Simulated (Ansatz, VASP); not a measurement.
## PtPb: VASP beside Ansatz

```
Pt Pb
1.0
     4.25000    0.00000    0.00000
    -2.12500    3.68061    0.00000
     0.00000    0.00000    5.40144
Pt Pb
2 2
Direct
  0.33333 0.66667 0.25000
  0.66667 0.33333 0.75000
  0.00000 0.00000 0.00000
  0.00000 0.00000 0.50000
```

Change from the starting cell: zz strain of -1 %.

Alike in both runs: task single point; functional LDA; k mesh 10 × 10 × 7; occupations fermi-dirac, width 0.05 eV; no spin polarisation.

|  | VASP | Ansatz |
| --- | --- | --- |
| version | VASP 6.6.1 | Ansatz 0.2.0 |
| potentials or method | VASP PAW LDA potentials, release 64 (Pt, Pb_d), cutoff 520 eV | all-electron LAPW, scalar-relativistic |

|  | VASP | Ansatz | Ansatz less VASP |
| --- | --- | --- | --- |
| pressure (GPa) | 8.5 | 8.2 | -0.35 |
| traceless stress, the component that is largest in VASP (GPa) | 18.72 | 18.76 | +0.035 |

LDA's correlation is that of Perdew and Zunger in VASP and of Perdew and Wang (1992) in Ansatz. Ansatz ran all-electron here, and VASP with PAW potentials.

Spin-orbit coupling is off throughout.
